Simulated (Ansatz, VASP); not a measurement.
# Two plane-wave programs on Ga2GeTeSe

```
Ga Ge Te Se
1.0
     3.79663    0.00000    0.00000
     0.00000    3.79663    0.00000
     0.00000    0.00000    8.54447
Ga Ge Te Se
2 1 1 1
Direct
  0.50000 0.50000 0.69309
  0.50000 0.50000 0.02301
  0.50000 0.50000 0.38756
  0.00000 0.00000 0.26997
  0.00000 0.00000 0.77756
```

Alike in both runs: functional PBE; k mesh 10 × 10 × 6; occupations gaussian, width 0.1 eV; no spin polarisation.

Ansatz relaxed the structure, and its values are those at the end. VASP's run is a single point on that final structure, the one shown.

```csv
,VASP,Ansatz
version,VASP 6.6.1,Ansatz 0.2.0
potentials or method,"VASP PAW PBE potentials, release 64 (Ga_d, Ge_d, Te, Se), cutoff 520 eV","scalar-relativistic, plane waves, PAW"
valence electrons in the cell,52,72
```

```tsv
	VASP	Ansatz	Ansatz less VASP
gap on the k mesh at the Fermi level (eV)	none	none	-
pressure (GPa)	0.0	0.0	-0.04
```

A gap of «none» marks a metal or a gap that the smearing closes. VASP's potentials hold 52 valence electrons a cell and Ansatz's 72, so a difference there can come from the potentials and not from the codes.

Spin-orbit coupling is off throughout.
